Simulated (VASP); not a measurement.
Input of a VASP 6.6.1 run:

File INCAR:

```
ALGO = Normal
EDIFF = 1E-6
ENCUT = 520
GGA = CA
ISIF = 2
ISMEAR = -1
LASPH = T
LCHARG = F
LREAL = F
LWAVE = F
NBANDS = 12
NELM = 100
PREC = Accurate
SIGMA = 0.3
```

The input KPOINTS:

```
k-points
0
Gamma
  7 7 7
```

File POSCAR:

```
Cu
1.0
    0.0000000000      1.8075000000      1.8075000000
    1.8075000000      0.0000000000      1.8075000000
    1.8075000000      1.8075000000      0.0000000000
Cu
1
Direct
    0.0000000000      0.0000000000      0.0000000000
```

Potentials or basis: VASP PAW LDA potentials, release 64 (Cu).

The run is started by

```sh
$ cat potpaw_LDA.64/Cu/POTCAR > POTCAR
$ mpirun -np 1 vasp_std > vasp.out
```

Q: What does it give for the pressure?

A: -11.7 GPa.

Caveat: the k points lie up to 0.43 Å⁻¹ apart.
